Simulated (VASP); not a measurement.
## CO2: single point with LDA

CO2:

```
CELL_PARAMETERS angstrom
3.51610 0.00000 0.00000
0.00000 3.51610 0.00000
0.00000 0.00000 4.10430
ATOMIC_POSITIONS crystal
C 0.00000 0.00000 0.00000
C 0.50000 0.50000 0.50000
O 0.23000 0.23000 0.00000
O 0.27000 0.73000 0.50000
O 0.77000 0.77000 0.00000
O 0.73000 0.27000 0.50000
```

| Quantity | Value |
| --- | --- |
| Program | VASP 6.6.1 |
| Task | single point |
| Functional | LDA |
| Potentials or basis | VASP PAW LDA potentials, release 64 (C, O) |
| Cutoff | 520 eV |
| k mesh | 6 × 6 × 4 |
| Occupations | gaussian, width 0.01 eV |
| Spin | no spin polarisation |
| Dipole correction | no |
| Further INCAR settings | ALGO = Normal; EDIFF = 1e-06; NBANDS = 25 |

| Item | Value |
| --- | --- |
| Pressure | 27.5 GPa |
| Largest force | 2.095 eV/Å |
| Band gap on the k mesh | 5.71 eV, indirect (least direct gap 6.42 eV) |

Forces on the atoms (eV/Å):
```
C    0.000  0.000  0.000
C    0.000  0.000  0.000
O    1.481  1.481  0.000
O   -1.481  1.481  0.000
O   -1.481 -1.481  0.000
O    1.481 -1.481  0.000
```

Stress tensor (GPa, compression positive):
```
33.30  0.00  0.00
 0.00 33.30  0.00
 0.00  0.00 15.97
```

Levels at points of the mesh, in eV from the valence-band top:
| k point | band 12 | band 13 | band 14 | band 15 | band 16 | band 17 | band 18 | band 19 | band 20 | band 21 |
| --- | --- | --- | --- | --- | --- | --- | --- | --- | --- | --- |
| (0.00, 0.00, 0.00) | -3.57 | -3.45 | -1.97 | -1.46 | -1.46 | 5.71 | 6.38 | 6.38 | 7.13 | 9.78 |
| (0.50, 0.00, 0.00) | -4.19 | -1.76 | -1.76 | -1.25 | -1.25 | 7.48 | 7.48 | 7.58 | 7.58 | 10.53 |
| (0.50, 0.50, 0.00) | -4.53 | -2.16 | -2.16 | -0.01 | -0.01 | 7.77 | 7.77 | 8.20 | 8.20 | 11.40 |
| (0.00, 0.00, 0.50) | -4.42 | -3.04 | -3.04 | -1.35 | -1.35 | 6.93 | 6.93 | 7.21 | 7.21 | 9.67 |
| (0.50, 0.00, 0.50) | -3.85 | -2.76 | -2.76 | -0.92 | -0.92 | 7.13 | 7.13 | 8.27 | 8.27 | 10.91 |
| (0.50, 0.50, 0.50) | -3.88 | -1.28 | -1.28 | 0.00 | 0.00 | 6.42 | 6.42 | 8.19 | 8.19 | 12.71 |

Run time: 26 s on 1 thread of Intel(R) Xeon(R) Platinum 8488C (Sapphire Rapids), on a shared host, peak memory 0.15 GiB.

Caveat: forces of over 1 eV/Å act on the atoms, so gaps and moduli don't describe the material at rest. LDA gaps usually lie below the measured ones, often by a third to a half.
